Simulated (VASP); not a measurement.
Write the native input for VASP 6.6.1 that does the following.

```
Task                   : relaxation of cell and atoms
Functional             : PBEsol
Potentials or basis    : VASP PAW PBE potentials, release 64 (Sb)
Cutoff                 : 600 eV
k mesh                 : 12 × 12 × 12
Occupations            : fermi-dirac, width 0.05 eV
Spin                   : no spin polarisation
Target pressure        : 5 GPa
Dipole correction      : no
Further INCAR settings : ALGO = Normal; EDIFF = 1e-06; IBRION = 2; EDIFFG = -0.01; NSW = 60; ISIF = 3
```

The structure of Sb lies in POSCAR:

```
Sb
1.0
   -1.5765401831      1.5765401831      2.7119384313
    1.5765401831     -1.5765401831      2.7119384313
    1.5765401831      1.5765401831     -2.7119384313
Sb
1
Direct
    0.0000000000      0.0000000000      0.0000000000
```

These files were run (other wordings do the same):

INCAR

```
PREC = Accurate
ENCUT = 600
EDIFF = 1E-6
ISMEAR = -1
SIGMA = 0.05
LREAL = F
LASPH = T
NELM = 100
ALGO = Normal
ISIF = 3
LWAVE = F
LCHARG = F
GGA = PS
IBRION = 2
NSW = 60
EDIFFG = -0.01
PSTRESS = 50.0
```

KPOINTS

```
Automatic mesh
0
Gamma
  12 12 12
```

Potentials or basis: VASP PAW PBE potentials, release 64 (Sb).

The run is started by

```bash
$ cat potpaw_PBE.64/Sb/POTCAR > POTCAR
$ mpirun -np 1 vasp_std > vasp.out
```

It gave:

```json
{"Relaxed volume": "24.70 Å³/atom", "Relaxed cell": "a = 3.363 Å, b = 3.363 Å, c = 3.363 Å, α = 124.73°, β = 124.73°, γ = 81.99°", "Space group after relaxing (to 0.05 Å)": "I4/mmm (No. 139)", "Energy change on relaxing (the enthalpy is what falls)": "+17.5 meV/atom", "Ionic steps": "9", "Pressure after relaxing": "5.0 GPa"}
```

Caveat: the cell is relaxed towards a set pressure, so the enthalpy falls and the energy may rise; the PAW data sets were made with another functional, which shifts forces and pressure a little.

Run time: 98 s on 1 thread of Intel(R) Xeon(R) Platinum 8375C CPU @ 2.90GHz (Ice Lake) (shared host), peak memory 0.19 GiB.
